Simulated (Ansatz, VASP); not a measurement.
Ir: VASP beside Ansatz

The input INCAR:

```
SYSTEM = Ir
PREC     = Accurate       ! precision mode
ENCUT    = 520            ! plane-wave cutoff, eV
EDIFF    = 1E-7           ! SCF threshold, eV
ISMEAR   = 0              ! smearing method
SIGMA    = 0.15           ! smearing width, eV
LREAL    = .FALSE.        ! projectors in reciprocal space
LASPH    = .TRUE.         ! aspherical terms in the spheres
NELM     = 100            ! most SCF steps
ALGO     = Fast           ! electronic algorithm
ISIF     = 2              ! what is computed and relaxed
LWAVE    = .FALSE.        ! write WAVECAR
LCHARG   = .FALSE.        ! write CHGCAR
GGA      = PE             ! functional
NBANDS   = 16             ! bands
```

File KPOINTS:

```
Automatic mesh
0
G
  18 18 12
  0 0 0
```

Contents of POSCAR:

```
Ir
1.0
    2.6413227788      0.0000000000      0.0000000000
   -1.3206613894      2.2874526260      0.0000000000
    0.0000000000      0.0000000000      4.2837984000
Ir
2
Direct
    0.6666666667      0.3333333333      0.7500000000
    0.3333333333      0.6666666667      0.2500000000
```

Input for Ansatz:

```yaml
crystal:
  lattice:
    - [2.6413227788, 0.0, 0.0]
    - [-1.3206613894, 2.287452626, 0.0]
    - [0.0, 0.0, 4.2837984]
  atoms:
    - { symbol: Ir, position: [0.6666666667, 0.3333333333, 0.75] }
    - { symbol: Ir, position: [0.3333333333, 0.6666666667, 0.25] }
basis:
  ecutwfc: 420
kpoints:
  mp_grid: { grid: [18, 18, 12] }
hamiltonian:
  xc: pbe
scf:
  occupations: { method: gaussian, width: 0.15 }
output:
  forces: true
  stress: true
  eigenvalues: true
```

Change from the starting cell: strain -0.040 along x and y, -0.040 along z, atoms carried along.

Alike in both runs: task single point; functional PBE; k mesh 18 × 18 × 12; occupations gaussian, width 0.15 eV; no spin polarisation.

```csv
,VASP,Ansatz
version,VASP 6.6.1,Ansatz 0.2.0
potentials or method,"VASP PAW PBE potentials, release 64 (Ir), cutoff 520 eV","scalar-relativistic, plane waves, PAW"
valence electrons in the cell,18,34
```

Ansatz gave:

| Item | Value |
| --- | --- |
| gap on the k mesh at the Fermi level (eV) | none |
| pressure (GPa) | 54.8 |
| traceless stress, the component that is largest in VASP (GPa) | 0.78 |

What did VASP give for the same quantities?

gap on the k mesh at the Fermi level (eV): none; pressure (GPa): 56.2; traceless stress, the component that is largest in VASP (GPa): 0.82.

A gap of «none» marks a metal or a gap that the smearing closes. Both programs put the cell under a high pressure, so it lies far from rest at this level. The functional is the same, so the differences come from potentials, cutoffs and numerics. VASP's potentials hold 18 valence electrons a cell and Ansatz's 34, so a difference there can come from the potentials and not from the codes.

Neither program's run includes spin-orbit coupling.
